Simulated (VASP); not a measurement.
# TiAl (Fm-3m) in VASP: single point with r2SCAN

Aim: the single point of TiAl with r2SCAN.

All numbers are computed with VASP 6.6.1; they aren't measurements. Logs are shortened: lines on timing, memory, paths and dates and some standing lists are left out, and cuts for length are marked.

## 1. The cell of the first run

Symmetry: Fm-3m, No. 225, cubic system. The conventional cell has a = 5.046 Å, b = 5.046 Å, c = 5.046 Å, α = 90.00°, β = 90.00°, γ = 90.00°. Ti (site symmetry m-3m) has 6 Al at 2.52 Å within 3.3 Å. Al (site symmetry m-3m) has 6 Ti at 2.52 Å within 3.3 Å.

## 2. Single point, r2SCAN

Contents of POSCAR:

```
TiAl
1.0
    3.3642996919      0.8410749230      0.8410749230
    0.8410749230      3.3642996919      0.8410749230
    0.8410749230      0.8410749230      3.3642996919
Ti Al
1 1
Direct
    0.0000000000      0.0000000000      0.0000000000
    0.5000000000      0.5000000000      0.5000000000
```

Contents of INCAR.step1:

```
SYSTEM = TiAl
  PREC = Accurate
  ENCUT = 520
  ISMEAR = 0
  SIGMA = 0.15
  LREAL = .FALSE.
  LASPH = .TRUE.
  NELM = 60
  NBANDS = 14
  GGA = PE
  ALGO = Normal
  EDIFF = 1E-4
  LWAVE = .TRUE.
  LCHARG = .FALSE.
```

Contents of INCAR.step2:

```
SYSTEM = TiAl
  PREC = Accurate
  ENCUT = 520
  EDIFF = 1E-6
  ISMEAR = 0
  SIGMA = 0.15
  LREAL = .FALSE.
  LASPH = .TRUE.
  NELM = 60
  ALGO = Normal
  ISIF = 2
  LWAVE = .FALSE.
  LCHARG = .FALSE.
  METAGGA = R2SCAN
  LMIXTAU = .TRUE.
  NBANDS = 14
  ISTART = 1
```

Contents of KPOINTS:

```
regular mesh
0
G
  16 16 16
  0 0 0
```

Potentials or basis: VASP PAW PBE potentials, release 64 (Ti_sv, Al).

Launch:

```sh
> cat potpaw_PBE.64/Ti_sv/POTCAR potpaw_PBE.64/Al/POTCAR > POTCAR
> cp INCAR.step1 INCAR
> mpirun -np 1 vasp_std > vasp.out
> cp INCAR.step2 INCAR
> mpirun -np 1 vasp_std > vasp.out
```

OUTCAR:

```text
SYSTEM = TiAl
   PREC = Accurate
   ENCUT = 520
   EDIFF = 1E-6
   ISMEAR = 0
   LREAL = .FALSE.
   LASPH = .TRUE.
   NELM = 60
   ISIF = 2
   METAGGA = R2SCAN
   ISTART = 1

 ion  position               nearest neighbor table
   1  0.000  0.000  0.000-   2 2.52   2 2.52   2 2.52   2 2.52   2 2.52   2 2.52
   2  0.500  0.500  0.500-   1 2.52   1 2.52   1 2.52   1 2.52   1 2.52   1 2.52

  LATTYP: Found a face centered cubic cell.
 ALAT       =     5.0464495379

  Lattice vectors:

 A1 = (   3.3642996919,   0.8410749230,   0.8410749230)
 A2 = (   0.8410749230,   3.3642996919,   0.8410749230)
 A3 = (   0.8410749230,   0.8410749230,   3.3642996919)

Analysis of symmetry for initial positions (statically):
=====================================================================
 Subroutine PRICEL returns:
 Original cell was already a primitive cell.

 Routine SETGRP: Setting up the symmetry group for a
 face centered cubic supercell.

 Subroutine GETGRP returns: Found 48 space group operations
 (whereof 48 operations were pure point group operations)
 out of a pool of 48 trial point group operations.

The static configuration has the point symmetry O_h .

Analysis of symmetry for dynamics (positions and initial velocities):
=====================================================================
 Subroutine PRICEL returns:
 Original cell was already a primitive cell.

 Routine SETGRP: Setting up the symmetry group for a
 face centered cubic supercell.

 Subroutine GETGRP returns: Found 48 space group operations
 (whereof 48 operations were pure point group operations)
 out of a pool of 48 trial point group operations.

The dynamic configuration has the point symmetry O_h .

 Subroutine INISYM returns: Found 48 space group operations
 (whereof 48 operations are pure point group operations),
 and found     1 'primitive' translations

----------------------------------------------------------------------------------------

                                     Primitive cell

  volume of cell :      32.1290

  direct lattice vectors                    reciprocal lattice vectors
     3.364299692  0.841074923  0.841074923     0.330265200 -0.066053040 -0.066053040
     0.841074923  3.364299692  0.841074923    -0.066053040  0.330265200 -0.066053040
     0.841074923  0.841074923  3.364299692    -0.066053040 -0.066053040  0.330265200

  length of vectors
     3.568378689  3.568378689  3.568378689     0.343221664  0.343221664  0.343221664

  position of ions in fractional coordinates (direct lattice)
     0.000000000  0.000000000  0.000000000
     0.500000000  0.500000000  0.500000000

  ion indices of the primitive-cell ions
   primitive index   ion index
                 1           1
                 2           2

----------------------------------------------------------------------------------------

 KPOINTS: regular mesh

Automatic generation of k-mesh.
 Grid dimensions read from file:
 generate k-points for:   16   16   16

 Generating k-lattice:

  Cartesian coordinates                     Fractional coordinates (reciprocal lattice)
     0.020641575 -0.004128315 -0.004128315     0.062500000  0.000000000  0.000000000
    -0.004128315  0.020641575 -0.004128315     0.000000000  0.062500000  0.000000000
    -0.004128315 -0.004128315  0.020641575     0.000000000  0.000000000  0.062500000

  Length of vectors
     0.021451354  0.021451354  0.021451354

  Shift w.r.t. Gamma in fractional coordinates (k-lattice)
     0.000000000  0.000000000  0.000000000

 Subroutine IBZKPT returns following result:
 ===========================================

 Found    145 irreducible k-points:

 Following reciprocal coordinates:
            Coordinates               Weight
  0.000000  0.000000  0.000000      1.000000
  0.062500  0.000000  0.000000      8.000000
  0.125000  0.000000  0.000000      8.000000
  0.187500 -0.000000 -0.000000      8.000000
  0.250000  0.000000  0.000000      8.000000
  0.312500 -0.000000 -0.000000      8.000000
[... 16 lines left out ...]
 -0.125000  0.062500 -0.000000     24.000000
 -0.062500  0.062500  0.000000     12.000000
 [... further k-points ...]
   k-points           NKPTS =    145   k-points in BZ     NKDIM =    145   number of bands    NBANDS=     14
   number of dos      NEDOS =    301   number of ions     NIONS =      2
   total plane-waves  NPLWV =  21952
   dimension x,y,z NGX =    28 NGY =   28 NGZ =   28
   dimension x,y,z NGXF=    56 NGYF=   56 NGZF=   56
   ions per type =               1   1
   NGX,Y,Z   is equivalent  to a cutoff of  13.04, 13.04, 13.04 a.u.
   NGXF,Y,Z  is equivalent  to a cutoff of  26.09, 26.09, 26.09 a.u.
 SYSTEM =  TiAl
   PREC   = accura    normal or accurate (medium, high low for compatibility)
   ISTART =      1    job   : 0-new  1-cont  2-samecut
   ICHARG =      0    charge: 1-file 2-atom 10-const
   ISPIN  =      1    spin polarized calculation?
   LNONCOLLINEAR =      F non collinear calculations
   LSORBIT =      F    spin-orbit coupling
   LASPH  =      T    aspherical Exc in radial PAW
   ENCUT  =  520.0 eV  38.22 Ry    6.18 a.u.   6.63  6.63  6.63*2*pi/ulx,y,z
   NELM   =     60;   NELMIN=  2; NELMDL=  0     # of ELM steps
   EDIFF  = 0.1E-05   stopping-criterion for ELM
   LREAL  =      F    real-space projection
   EDIFFG = 0.1E-04   stopping-criterion for IOM
   NSW    =      0    number of steps for IOM
   IBRION =     -1    ionic relax: 0-MD 1-quasi-New 2-CG
   NFREE  =      0    steps in history (QN), initial steepest desc. (CG)
   ISIF   =      2    stress and relaxation
   ISYM   =      2    0-nonsym 1-usesym 2-fastsym
   POTIM  = 0.5000    time-step for ionic-motion
   TEBEG  =    0.0;   TEEND  =   0.0 temperature during run
   PSTRESS=    0.0 pullay stress
   NELECT =      15.0000    total number of electrons
   NUPDOWN=      -1.0000    fix difference up-down
   EMIN   =  10.00;   EMAX   =-10.00  energy-range for DOS
   EFERMI =   0.00;   METHOD = LEGACY
   ISMEAR =     0;   SIGMA  =   0.15  broadening in eV -4-tet -1-fermi 0-gaus
   EFERMI_NEDOS =   21; number of points for ismear=-14 and -15
   IALGO  =     38    algorithm
   IMIX   =      4    mixing-type and parameters
     AMIX     =   0.40;   BMIX     =  1.00
     AMIX_MAG =   1.60;   BMIX_MAG =  1.00
  volume/ion in A,a.u.               =      16.06       108.41
  Fermi-wavevector in a.u.,A,eV,Ry     =   1.270007  2.399964 21.945065  1.612917
  Thomas-Fermi vector in A             =   2.403017
   LORBIT       =      0    0 simple, 1 ext, 2 COOP (PROOUT), +10 PAW based schemes
   METAGGA = R2SCAN    functional components
   LHFCALC =     F    Hartree Fock is set to
   AEXX    =    0.0000 exact exchange contribution
   IVDW    =     0    specifies the selected vdW correction
   LEPSILON=     F    determine dielectric tensor
   LRPA    =     F    only Hartree local field effects (RPA)
 non-spin polarized calculation
 Gauss-broadening in eV      SIGMA  =   0.15
  energy-cutoff  :      520.00
  volume of cell :       32.13
 maximum number of plane-waves:       893
   NGX = 13   NGY = 13   NGZ = 13

 number of electron      15.0000001 magnetization

 Free energy of the ion-electron system (eV)
  ---------------------------------------------------
  ext. energy  EPLUGINS =         0.00000000
  ---------------------------------------------------
  free energy    TOTEN  =       -19.00310152 eV

  energy without entropy =      -18.98163474  energy(sigma->0) =      -18.99236813

 E-fermi :   7.9777     XC(G=0): -11.8492

 val. band max:        7.9776296962   @ k =   0.1875   0.1250   0.0000
 cond. band min:       7.9883711797   @ k =  -0.1250   0.0625  -0.0000
 fundamental gap:      0.0107414835
 Fermi energy:         7.9776934672

 k-point     1 :       0.0000    0.0000    0.0000
  band No.  band energies     occupation
      1     -50.5754      2.00000
      2     -25.8104      2.00000
      3     -25.8104      2.00000
      4     -25.8104      2.00000
      5      -0.9089      2.00000
      6       8.5708      0.00000
      7       8.5708      0.00000
      8       8.5708      0.00000
      9       8.8333      0.00000
     10       8.8333      0.00000
     11      14.9364      0.00000
     12      14.9364      0.00000
     13      14.9364      0.00000
     14      18.4279      0.00000

 k-point     2 :       0.0625    0.0000    0.0000
  band No.  band energies     occupation
      1     -50.5750      2.00000
      2     -25.8149      2.00000
      3     -25.8111      2.00000
      4     -25.8110      2.00000
      5      -0.8296      2.00000
      6       8.4654      0.00000
      7       8.5871      0.00000
      8       8.5871      0.00000
      9       8.7963      0.00000
     10       8.7963      0.00000
     11      14.7120      0.00000
     12      15.0517      0.00000
     13      15.0517      0.00000
     14      18.3421      0.00000

 k-point     3 :       0.1250    0.0000    0.0000
  band No.  band energies     occupation
      1     -50.5737      2.00000
      2     -25.8277      2.00000
      3     -25.8129      2.00000
      4     -25.8128      2.00000
      5      -0.5939      2.00000
      6       8.1581      0.08898
      7       8.4838      0.00000
      8       8.4838      0.00000
      9       8.8585      0.00000
     10       8.8585      0.00000
     11      14.1465      0.00000
     12      15.3630      0.00000
     13      15.3630      0.00000
     14      18.1118      0.00000
[... 324 lines left out ...]
 k-point    23 :      -0.1250    0.0625   -0.0000
  band No.  band energies     occupation
      1     -50.5728      2.00000
      2     -25.8354      2.00000
      3     -25.8170      2.00000
      4     -25.8130      2.00000
      5      -0.4131      2.00000
      6       7.9884      0.91981
      7       8.3230      0.00113
      8       8.3795      0.00015
      9       8.8315      0.00000
     10       9.0566      0.00000
     11      13.9889      0.00000
     12      14.9354      0.00000
     13      15.9559      0.00000
     14      18.0678      0.00000

 k-point    24 :      -0.0625    0.0625    0.0000
  band No.  band energies     occupation
      1     -50.5743      2.00000
      2     -25.8213      2.00000
      3     -25.8136      2.00000
      4     -25.8114      2.00000
      5      -0.6984      2.00000
      6       8.3235      0.00111
      7       8.5059      0.00000
      8       8.6238      0.00000
      9       8.6665      0.00000
     10       8.8867      0.00000
     11      14.5542      0.00000
     12      14.8473      0.00000
     13      15.4229      0.00000
     14      18.2435      0.00000

 [... further k-points ...]

------------------------ aborting loop because EDIFF is reached ----------------------------------------

  FORCE on cell =-STRESS in cart. coord.  units (eV):
  Direction    XX          YY          ZZ          XY          YZ          ZX
  --------------------------------------------------------------------------------------
  -------------------------------------------------------------------------------------
  Total        2.8831260      2.8831260      2.8831260      0.0000000      0.0000000      0.0000000
  in kB      143.7726877    143.7726877    143.7726877      0.0000000      0.0000000      0.0000000
  external PRESSURE =     143.7726877 kB  Pullay stress =       0.0000000 kB

 VOLUME and BASIS-vectors are now :
 -----------------------------------------------------------------------------
  energy-cutoff  :      520.00
  volume of cell :       32.13
      direct lattice vectors                 reciprocal lattice vectors
     3.364299692  0.841074923  0.841074923     0.330265200 -0.066053040 -0.066053040
     0.841074923  3.364299692  0.841074923    -0.066053040  0.330265200 -0.066053040
     0.841074923  0.841074923  3.364299692    -0.066053040 -0.066053040  0.330265200

 POSITION                                       TOTAL-FORCE (eV/Angst)
 -----------------------------------------------------------------------------------
      0.00000      0.00000      0.00000         0.000000      0.000000      0.000000
      2.52322      2.52322      2.52322        -0.000000     -0.000000     -0.000000
 -----------------------------------------------------------------------------------
    total drift:                                0.000000     -0.000000     -0.000000

  FREE ENERGIE OF THE ION-ELECTRON SYSTEM (eV)
  ---------------------------------------------------
  free  energy   TOTEN  =       -19.0031015226 eV

  energy  without entropy=      -18.9816347429  energy(sigma->0) =      -18.99236813
```

Wall time 3 min (1 thread of Intel Xeon 6975P-C (Granite Rapids), shared host); peak memory 0.21 GiB.

Results:

```
Free energy : -19.0031 eV
Pressure    : 14.4 GPa
```

Caveat: the PAW data sets were made with another functional, which shifts forces and pressure a little.
